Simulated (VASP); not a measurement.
Input of a VASP 6.6.1 run:

Contents of INCAR:

```
ALGO = Fast ; EDIFF = 1E-7
ENCUT = 520 ; GGA = PE
ISIF = 2 ; ISMEAR = 0
LASPH = True ; LCHARG = False
LREAL = False ; LWAVE = False
NBANDS = 34 ; NELM = 80
PREC = Accurate ; SIGMA = 0.1
```

KPOINTS

```
k-points
0
Gamma
  12 12 4
```

File POSCAR:

```
In
1.0
    3.3638438630      0.0000000000      0.0000000000
   -1.6819219315      2.9131742397      0.0000000000
    0.0000000000      0.0000000000     10.7997083600
In
4
Direct
    0.0154470678      0.0308941356      0.0000000000
    0.3333333300      0.6666666700      0.2500000000
    0.0000000000      0.0000000000      0.5000000000
    0.6666666700      0.3333333300      0.7500000000
```

Potentials or basis: VASP PAW PBE potentials, release 64 (In_d).

The run is started by

```sh
$ cat potpaw_PBE.64/In_d/POTCAR > POTCAR
$ mpirun -np 1 vasp_std > vasp.out
```

(1) Predict the pressure.

(2) Estimate the band gap on the k mesh.

(3) What does it give for the largest force?

Results:

(1) 1.5 GPa.

(2) zero (bands 26 and 27 overlap by 4.90 eV).

(3) 0.017 eV/Å.

Caveat: spin-orbit coupling is left out, which moves the levels of the heavy elements.
